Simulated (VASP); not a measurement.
# Ca2AgF (P-3m1) in VASP: further runs

The runs below take Ca2AgF through single point, relaxation of cell and atoms, with PBE.

Program: VASP 6.6.1. These are calculated values, not measurements. Logs are shortened: lines on timing, memory, paths and dates and some standing lists are left out, and cuts for length are marked.

**1. The cell of the first run**

The structure is trigonal, space group P-3m1 (No. 164). Conventional cell: a = 3.825 Å, b = 3.825 Å, c = 6.085 Å, α = 90.00°, β = 90.00°, γ = 120.00°. Within 3.2 Å of Ca (site symmetry 3m) lie 3 F at 2.35 Å and 3 Ca at 2.75 Å and 3 Ag at 3.14 Å. Within 4.0 Å of Ag (site symmetry -3m) lie 2 F at 3.04 Å and 6 Ca at 3.14 Å and 6 Ag at 3.82 Å. F (site symmetry -3m) has 6 Ca at 2.35 Å and 2 Ag at 3.04 Å within 3.1 Å.

The cell was generated, and may not be a known phase.

**2. Single point, PBE**

INCAR

```
PREC = Accurate
ENCUT = 520
EDIFF = 1E-6
ISMEAR = 0
SIGMA = 0.1
LREAL = False
LASPH = True
NELM = 60
ALGO = Normal
ISIF = 2
LWAVE = False
LCHARG = False
GGA = PE
NBANDS = 27
```

KPOINTS

```
Automatic mesh
0
Gamma
  6 6 4
```

POSCAR

```
Ca2AgF
1.0
    3.8249860100      0.0000000000      0.0000000000
   -1.9124930000      3.3125350500      0.0000000000
    0.0000000000      0.0000000000      6.0852273100
Ca Ag F
2 1 1
Direct
    0.3333333300      0.6666666700      0.3657821900
    0.6666666700      0.3333333300      0.6342178100
    0.0000000000      0.0000000000      0.0000000000
    0.0000000000      0.0000000000      0.5000000000
```

Potentials or basis: VASP PAW PBE potentials, release 64 (Ca_sv, Ag, F).

On the command line:

```bash
cat potpaw_PBE.64/Ca_sv/POTCAR potpaw_PBE.64/Ag/POTCAR potpaw_PBE.64/F/POTCAR > POTCAR
mpirun -np 1 vasp_std > vasp.out
```

OUTCAR:

```text
PREC = Accurate
   ENCUT = 520
   EDIFF = 1E-6
   ISMEAR = 0
   LREAL = False
   LASPH = True
   NELM = 60
   ISIF = 2
   GGA = PE

 ion  position               nearest neighbor table
   1  0.333  0.667  0.366-   4 2.35   4 2.35   4 2.35   2 2.75   2 2.75   2 2.75   3 3.14   3 3.14
                             3 3.14
   2  0.667  0.333  0.634-   4 2.35   4 2.35   4 2.35   1 2.75   1 2.75   1 2.75   3 3.14   3 3.14
                             3 3.14
   3  0.000  0.000  0.000-   1 3.14   2 3.14   1 3.14   2 3.14   2 3.14   1 3.14
   4  0.000  0.000  0.500-   1 2.35   2 2.35   1 2.35   2 2.35   2 2.35   1 2.35

  LATTYP: Found a hexagonal cell.
 ALAT       =     3.8249860100
 C/A-ratio  =     1.5909149195

  Lattice vectors:

 A1 = (   3.8249860100,   0.0000000000,   0.0000000000)
 A2 = (  -1.9124930000,   3.3125350500,   0.0000000000)
 A3 = (   0.0000000000,   0.0000000000,   6.0852273100)

Analysis of symmetry for initial positions (statically):
=====================================================================
 Subroutine PRICEL returns:
 Original cell was already a primitive cell.

 Routine SETGRP: Setting up the symmetry group for a
 hexagonal supercell.

 Subroutine GETGRP returns: Found 12 space group operations
 (whereof 12 operations were pure point group operations)
 out of a pool of 24 trial point group operations.

The static configuration has the point symmetry D_3d.

Analysis of symmetry for dynamics (positions and initial velocities):
=====================================================================
 Subroutine PRICEL returns:
 Original cell was already a primitive cell.

 Routine SETGRP: Setting up the symmetry group for a
 hexagonal supercell.

 Subroutine GETGRP returns: Found 12 space group operations
 (whereof 12 operations were pure point group operations)
 out of a pool of 24 trial point group operations.

The dynamic configuration has the point symmetry D_3d.

 Subroutine INISYM returns: Found 12 space group operations
 (whereof 12 operations are pure point group operations),
 and found     1 'primitive' translations

----------------------------------------------------------------------------------------

                                     Primitive cell

  volume of cell :      77.1023

  direct lattice vectors                    reciprocal lattice vectors
     3.824986010  0.000000000  0.000000000     0.261438865  0.150941799  0.000000000
    -1.912493000  3.312535050  0.000000000     0.000000000  0.301883598  0.000000000
     0.000000000  0.000000000  6.085227310     0.000000000  0.000000000  0.164332399

  length of vectors
     3.824986010  3.824986004  6.085227310     0.301883598  0.301883598  0.164332399

  position of ions in fractional coordinates (direct lattice)
     0.333333330  0.666666670  0.365782190
     0.666666670  0.333333330  0.634217810
     0.000000000  0.000000000  0.000000000
     0.000000000  0.000000000  0.500000000

  ion indices of the primitive-cell ions
   primitive index   ion index
                 1           1
                 2           2
                 3           3
                 4           4

----------------------------------------------------------------------------------------

 KPOINTS: Automatic mesh

Automatic generation of k-mesh.
 Grid dimensions read from file:
 generate k-points for:    6    6    4

 Generating k-lattice:

  Cartesian coordinates                     Fractional coordinates (reciprocal lattice)
     0.043573144  0.025156966  0.000000000     0.166666667  0.000000000  0.000000000
     0.000000000  0.050313933  0.000000000     0.000000000  0.166666667  0.000000000
     0.000000000  0.000000000  0.041083100     0.000000000  0.000000000  0.250000000

  Length of vectors
     0.050313933  0.050313933  0.041083100

  Shift w.r.t. Gamma in fractional coordinates (k-lattice)
     0.000000000  0.000000000  0.000000000

 Subroutine IBZKPT returns following result:
 ===========================================

 Found     24 irreducible k-points:

 Following reciprocal coordinates:
            Coordinates               Weight
  0.000000  0.000000  0.000000      1.000000
  0.166667  0.000000  0.000000      6.000000
  0.333333  0.000000  0.000000      6.000000
  0.500000 -0.000000  0.000000      3.000000
  0.166667  0.166667  0.000000      6.000000
  0.333333  0.166667  0.000000     12.000000
[... 16 lines left out ...]
  0.333333  0.166667  0.500000     12.000000
  0.333333  0.333333  0.500000      2.000000
   k-points           NKPTS =     24   k-points in BZ     NKDIM =     24   number of bands    NBANDS=     27
   number of dos      NEDOS =    301   number of ions     NIONS =      4
   total plane-waves  NPLWV =  37632
   dimension x,y,z NGX =    28 NGY =   28 NGZ =   48
   dimension x,y,z NGXF=    56 NGYF=   56 NGZF=   96
   ions per type =               2   1   1
   NGX,Y,Z   is equivalent  to a cutoff of  12.17, 12.17, 13.11 a.u.
   NGXF,Y,Z  is equivalent  to a cutoff of  24.34, 24.34, 26.23 a.u.
 SYSTEM =  unknown system
   PREC   = accura    normal or accurate (medium, high low for compatibility)
   ISTART =      0    job   : 0-new  1-cont  2-samecut
   ICHARG =      2    charge: 1-file 2-atom 10-const
   ISPIN  =      1    spin polarized calculation?
   LNONCOLLINEAR =      F non collinear calculations
   LSORBIT =      F    spin-orbit coupling
   LASPH  =      T    aspherical Exc in radial PAW
   ENCUT  =  520.0 eV  38.22 Ry    6.18 a.u.   7.11  7.11 11.31*2*pi/ulx,y,z
   NELM   =     60;   NELMIN=  2; NELMDL= -5     # of ELM steps
   EDIFF  = 0.1E-05   stopping-criterion for ELM
   LREAL  =      F    real-space projection
   EDIFFG = 0.1E-04   stopping-criterion for IOM
   NSW    =      0    number of steps for IOM
   IBRION =     -1    ionic relax: 0-MD 1-quasi-New 2-CG
   NFREE  =      0    steps in history (QN), initial steepest desc. (CG)
   ISIF   =      2    stress and relaxation
   ISYM   =      2    0-nonsym 1-usesym 2-fastsym
   POTIM  = 0.5000    time-step for ionic-motion
   TEBEG  =    0.0;   TEEND  =   0.0 temperature during run
   PSTRESS=    0.0 pullay stress
   NELECT =      38.0000    total number of electrons
   NUPDOWN=      -1.0000    fix difference up-down
   EMIN   =  10.00;   EMAX   =-10.00  energy-range for DOS
   EFERMI =   0.00;   METHOD = LEGACY
   ISMEAR =     0;   SIGMA  =   0.10  broadening in eV -4-tet -1-fermi 0-gaus
   EFERMI_NEDOS =   21; number of points for ismear=-14 and -15
   IALGO  =     38    algorithm
   IMIX   =      4    mixing-type and parameters
     AMIX     =   0.40;   BMIX     =  1.00
     AMIX_MAG =   1.60;   BMIX_MAG =  1.00
  volume/ion in A,a.u.               =      19.28       130.08
  Fermi-wavevector in a.u.,A,eV,Ry     =   1.293144  2.443688 22.751963  1.672222
  Thomas-Fermi vector in A             =   2.424808
   LORBIT       =      0    0 simple, 1 ext, 2 COOP (PROOUT), +10 PAW based schemes
   GGA     = PE    functional components
   LHFCALC =     F    Hartree Fock is set to
   AEXX    =    0.0000 exact exchange contribution
   IVDW    =     0    specifies the selected vdW correction
   LEPSILON=     F    determine dielectric tensor
   LRPA    =     F    only Hartree local field effects (RPA)
 non-spin polarized calculation
 Gauss-broadening in eV      SIGMA  =   0.10
  energy-cutoff  :      520.00
  volume of cell :       77.10
 maximum number of plane-waves:      2106
   NGX = 15   NGY = 15   NGZ = 23

 number of electron      38.0000011 magnetization

 Free energy of the ion-electron system (eV)
  ---------------------------------------------------
  ext. energy  EPLUGINS =         0.00000000
  ---------------------------------------------------
  free energy    TOTEN  =       -10.68913828 eV

  energy without entropy =      -10.66393087  energy(sigma->0) =      -10.67653458

 E-fermi :   5.3465     XC(G=0): -10.0838

 val. band max:        5.3264878024   @ k =  -0.1667   0.5000   0.2500
 cond. band min:       5.3547417335   @ k =   0.5000  -0.0000   0.0000
 fundamental gap:      0.0282539310
 Fermi energy:         5.3464975068

 k-point     1 :       0.0000    0.0000    0.0000
  band No.  band energies     occupation
      1     -36.7359      2.00000
      2     -36.2887      2.00000
      3     -21.9338      2.00000
      4     -17.8641      2.00000
      5     -17.8641      2.00000
      6     -17.7216      2.00000
[... 19 lines left out ...]
     26       9.7879      0.00000
     27       9.7879      0.00000

 k-point     2 :       0.1667    0.0000    0.0000
  band No.  band energies     occupation
      1     -36.7039      2.00000
      2     -36.3106      2.00000
      3     -22.0074      2.00000
      4     -17.9683      2.00000
      5     -17.9290      2.00000
      6     -17.7302      2.00000
[... 19 lines left out ...]
     26       9.3123      0.00000
     27       9.4730      0.00000

 k-point     3 :       0.3333    0.0000    0.0000
  band No.  band energies     occupation
      1     -36.6245      2.00000
      2     -36.3696      2.00000
      3     -22.1547      2.00000
      4     -18.0630      2.00000
      5     -18.0370      2.00000
      6     -17.7550      2.00000
[... 19 lines left out ...]
     26       9.3618      0.00000
     27       9.4015      0.00000

 k-point     4 :       0.5000   -0.0000    0.0000
  band No.  band energies     occupation
      1     -36.5635      2.00000
      2     -36.4205      2.00000
      3     -22.2287      2.00000
      4     -18.0843      2.00000
      5     -18.0712      2.00000
      6     -17.7794      2.00000
[... 19 lines left out ...]
     26       9.3054      0.00000
     27       9.5479      0.00000
[... 516 lines left out ...]
      4     -18.0993      2.00000
      5     -17.9760      2.00000
      6     -17.7122      2.00000
[... 19 lines left out ...]
     26       9.4161      0.00000
     27       9.6340      0.00000

 k-point    23 :       0.3333    0.1667    0.5000
  band No.  band energies     occupation
      1     -36.5647      2.00000
      2     -36.4191      2.00000
      3     -22.2296      2.00000
      4     -18.1456      2.00000
      5     -18.0644      2.00000
      6     -17.6737      2.00000
[... 19 lines left out ...]
     26       9.2544      0.00000
     27       9.8171      0.00000

 k-point    24 :       0.3333    0.3333    0.5000
  band No.  band energies     occupation
      1     -36.4893      2.00000
      2     -36.4893      2.00000
      3     -22.2682      2.00000
      4     -18.1376      2.00000
      5     -18.1376      2.00000
      6     -17.5750      2.00000
[... 19 lines left out ...]
     26       8.8486      0.00000
     27      10.1277      0.00000

------------------------ aborting loop because EDIFF is reached ----------------------------------------

  FORCE on cell =-STRESS in cart. coord.  units (eV):
  Direction    XX          YY          ZZ          XY          YZ          ZX
  --------------------------------------------------------------------------------------
  -------------------------------------------------------------------------------------
  Total        5.0215522      5.0215522      6.3206009      0.0000000      0.0000000      0.0000000
  in kB      104.3473502    104.3473499    131.3414521      0.0000002      0.0000000      0.0000000
  external PRESSURE =     113.3453841 kB  Pullay stress =       0.0000000 kB

 VOLUME and BASIS-vectors are now :
 -----------------------------------------------------------------------------
  energy-cutoff  :      520.00
  volume of cell :       77.10
      direct lattice vectors                 reciprocal lattice vectors
     3.824986010  0.000000000  0.000000000     0.261438865  0.150941799  0.000000000
    -1.912493000  3.312535050  0.000000000     0.000000000  0.301883598  0.000000000
     0.000000000  0.000000000  6.085227310     0.000000000  0.000000000  0.164332399

 POSITION                                       TOTAL-FORCE (eV/Angst)
 -----------------------------------------------------------------------------------
     -0.00000      2.20836      2.22587        -0.000000      0.000000     -3.897220
      1.91249      1.10418      3.85936         0.000000     -0.000000      3.897220
      0.00000      0.00000      0.00000         0.000000      0.000000      0.000000
      0.00000      0.00000      3.04261         0.000000      0.000000      0.000000
 -----------------------------------------------------------------------------------
    total drift:                                0.000000      0.000000      0.000000

  FREE ENERGIE OF THE ION-ELECTRON SYSTEM (eV)
  ---------------------------------------------------
  free  energy   TOTEN  =       -10.6891382833 eV

  energy  without entropy=      -10.6639308678  energy(sigma->0) =      -10.67653458
```

It took 23 s on 1 thread of Intel Xeon 6975P-C (Granite Rapids), shared host; peak memory 0.2 GiB.

What came out:

| Property | Result |
| --- | --- |
| Free energy | -10.6891 eV |
| Pressure | 11.3 GPa |
| Largest force | 3.897 eV/Å |
| Band gap on the k mesh | zero (bands 19 and 20 overlap by 0.48 eV) |

Forces in eV/Å, atoms in the order of the input:
```
Ca   0.000  0.000 -3.897
Ca   0.000  0.000  3.897
Ag   0.000  0.000  0.000
F    0.000  0.000  0.000
```

Stress tensor (GPa, compression positive):
```
10.43  0.00  0.00
 0.00 10.43  0.00
 0.00  0.00 13.13
```

Caveat: the cell stands under pressure; forces of over 1 eV/Å act on the atoms, so gaps and moduli don't describe the material at rest.

**3. Single point, PBE**

This run uses another cell than the first one, of 23.89 Å³/atom.

INCAR

```
ALGO = Normal
EDIFF = 1E-7
ENCUT = 520
GGA = PE
ISIF = 2
ISMEAR = 0
LASPH = True
LCHARG = False
LREAL = False
LWAVE = False
NBANDS = 27
NELM = 80
PREC = Accurate
SIGMA = 0.1
```

KPOINTS

```
k-points
0
Gamma
  12 12 6
```

POSCAR

```
Ca2AgF
1.0
    3.8770455987      0.0000000000      0.0000000000
   -1.9385227994      3.3576199801      0.0000000000
    0.0000000000      0.0000000000      7.3402983332
Ca Ag F
2 1 1
Direct
    0.3333333333      0.6666666667      0.2741059305
    0.6666666667      0.3333333333      0.7258940695
    0.0000000000      0.0000000000      0.0000000000
    0.0000000000      0.0000000000      0.5000000000
```

Potentials or basis: VASP PAW PBE potentials, release 64 (Ca_sv, Ag, F).

On the command line:

```bash
cat potpaw_PBE.64/Ca_sv/POTCAR potpaw_PBE.64/Ag/POTCAR potpaw_PBE.64/F/POTCAR > POTCAR
mpirun -np 1 vasp_std > vasp.out
```

Run time: 2.9 min. Hardware: 1 thread of Intel Xeon 6975P-C (Granite Rapids), shared host; peak memory 0.39 GiB.

It converged, with:

| Quantity | Value |
| --- | --- |
| Free energy | -13.4318 eV |
| Pressure | 0.0 GPa |
| Largest force | 0.006 eV/Å |
| Band gap on the k mesh | zero (bands 19 and 20 overlap by 0.30 eV) |

Forces in eV/Å, atoms in the order of the input:
```
Ca   0.000  0.000  0.006
Ca   0.000  0.000 -0.006
Ag   0.000  0.000  0.000
F    0.000  0.000  0.000
```

Levels at points of the mesh, in eV from the Fermi level:
| k point | band 17 | band 18 | band 19 | band 20 | band 21 | band 22 |
| --- | --- | --- | --- | --- | --- | --- |
| (0.00, 0.00, 0.00) | -4.81 | -4.81 | -1.30 | -0.21 | 1.75 | 2.22 |
| (0.50, 0.00, 0.00) | -4.46 | -1.84 | -1.17 | 0.44 | 0.59 | 1.69 |
| (0.00, 0.00, 0.50) | -4.81 | -4.34 | -2.57 | 1.06 | 1.13 | 1.89 |
| (0.50, 0.00, 0.50) | -4.46 | -1.76 | -1.15 | 0.21 | 0.81 | 0.99 |

**4. Relaxation of cell and atoms, PBE**

This run uses another cell than the first one, of 24.02 Å³/atom.

INCAR

```
ALGO = Normal
EDIFF = 1E-6
EDIFFG = -0.01
ENCUT = 600
GGA = PE
IBRION = 2
ISIF = 3
ISMEAR = 0
LASPH = T
LCHARG = F
LREAL = F
LWAVE = F
NELM = 100
NSW = 100
PREC = Accurate
SIGMA = 0.1
```

KPOINTS is that of step 3.

POSCAR

```
Ca2AgF
1.0
    3.8885454528      0.0000000000      0.0000000000
   -1.9442727264      3.3675791459      0.0000000000
    0.0000000000      0.0000000000      7.3359896718
Ca Ag F
2 1 1
Direct
    0.3333333333      0.6666666667      0.2728033120
    0.6666666667      0.3333333333      0.7271966880
    0.0000000000      0.0000000000      0.0000000000
    0.0000000000      0.0000000000      0.5000000000
```

On the command line:

```bash
cat potpaw_PBE.64/Ca_sv/POTCAR potpaw_PBE.64/Ag/POTCAR potpaw_PBE.64/F/POTCAR > POTCAR
mpirun -np 1 vasp_std > vasp.out
```

Wall time 5.9 min (1 thread of Intel Xeon 6975P-C (Granite Rapids), shared host); peak memory 0.44 GiB.

The run converged. Its results:

- Free energy: -13.4338 eV
- Relaxed volume: 23.88 Å³/atom
- Relaxed cell: a = 3.875 Å, b = 3.875 Å, c = 7.347 Å, α = 90.00°, β = 90.00°, γ = 120.00°
- Space group after relaxing (to 0.1 Å): P-3m1 (No. 164)
- Energy gained by relaxing: 0.2 meV/atom
- Ionic steps: 5
- Pressure after relaxing: 0.0 GPa
- Largest force after relaxing: 0.004 eV/Å
- Band gap on the k mesh: zero (bands 19 and 20 overlap by 0.31 eV)

Forces in eV/Å, atoms in the order of the input:
```
Ca   0.000  0.000 -0.004
Ca   0.000  0.000  0.004
Ag   0.000  0.000  0.000
F    0.000  0.000  0.000
```

Step by step:
```
step  energy change (eV)  largest force (eV/Å)  pressure (GPa)  volume (Å³)
   1              0.0000                0.0335           -0.12        96.06
   2             -0.0002                0.0324           -0.04        95.82
   3             -0.0004                0.0291            0.07        95.47
   4             -0.0005                0.0175            0.05        95.49
   5             -0.0007                0.0043            0.01        95.53
```

Final structure:
```
CELL_PARAMETERS angstrom
3.87482 0.00000 0.00000
-1.93741 3.35569 0.00000
0.00000 0.00000 7.34665
ATOMIC_POSITIONS crystal
Ca 0.33333 0.66667 0.27452
Ca 0.66667 0.33333 0.72548
Ag 0.00000 0.00000 0.00000
F 0.00000 0.00000 0.50000
```

Levels at points of the mesh, in eV from the Fermi level:
```
           k point  band 16  band 17  band 18  band 19  band 20  band 21  band 22  band 23
(0.00, 0.00, 0.00)    -4.91    -4.80    -4.80    -1.30    -0.22     1.74     2.22     2.22
(0.50, 0.00, 0.00)    -4.88    -4.45    -1.83    -1.17     0.43     0.59     1.69     2.25
(0.00, 0.00, 0.50)    -4.80    -4.80    -4.34    -2.58     1.06     1.12     1.89     1.89
(0.50, 0.00, 0.50)    -4.81    -4.45    -1.75    -1.15     0.21     0.80     0.99     2.42
```

**5. Overview**

| task | cell | k mesh | cutoff (eV) | gap on the mesh (eV) | pressure (GPa) | largest force (eV/Å) |
| --- | --- | --- | --- | --- | --- | --- |
| single point | a = 3.825, b = 3.825, c = 6.085 Å, angles 90.0, 90.0, 120.0°, 4 atoms, atomic positions A | 6 × 6 × 4 | 520 | none | 11.3 | 3.90 |
| single point | a = 3.877, b = 3.877, c = 7.340 Å, angles 90.0, 90.0, 120.0°, 4 atoms, atomic positions B | 12 × 12 × 6 | 520 | none | 0.0 | 0.01 |
| relaxation of cell and atoms | relaxed from a = 3.889, b = 3.889, c = 7.336 Å, angles 90.0, 90.0, 120.0°, 4 atoms, atomic positions C | 12 × 12 × 6 | 600 | none | 0.0 | - |

Alike in all rows: level PBE; potentials or basis VASP PAW PBE potentials, release 64 (Ca_sv, Ag, F); no spin polarisation; smearing gaussian 0.1 eV.

Caveats: the cell stands under pressure (at least some runs); forces of over 1 eV/Å act on the atoms, so gaps and moduli don't describe the material at rest (at least some runs).

Absolute energies hang on the potentials; compare differences alone.

The gap in the log of VASP goes by the Fermi energy; the results here count the filled bands.